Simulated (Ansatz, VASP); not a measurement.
**Two plane-wave programs on AlC**

```
Al C
1.0
     3.12722    0.00000    0.00000
    -1.56361    2.70825    0.00000
     0.00000    0.00000    5.78432
Al C
2 2
Direct
  0.66667 0.33333 0.70728
  0.33333 0.66667 0.29272
  0.00000 0.00000 0.11712
  0.00000 0.00000 0.88288
```

Alike in both runs: task single point; functional PBE; k mesh 6 × 6 × 4; occupations gaussian, width 0.1 eV; collinear spin.

|  | VASP | Ansatz |
| --- | --- | --- |
| version | VASP 6.6.1 | Ansatz 0.2.0 |
| potentials or method | VASP PAW PBE potentials, release 64 (Al, C), cutoff 600 eV | scalar-relativistic, plane waves, PAW |
| valence electrons in the cell | 14 | 14 |

```csv
,VASP,Ansatz,Ansatz less VASP
gap on the k mesh at the Fermi level (eV),none,none,-
pressure (GPa),-0.4,-0.3,+0.07
"traceless stress, the component that is largest in VASP (GPa)",0.00,-0.11,-0.117
rms of the force components (eV/Å),0.186,0.213,+0.0274
net moment per atom (μB),0.00,0.00,0.000
```

Atom by atom the forces differ by 0.029 eV/Å (rms over components). A gap of «none» marks a metal or a gap that the smearing closes. Ansatz's warnings: seeded moment not kept.

The k mesh is coarse, so the values compare programs but aren't converged.
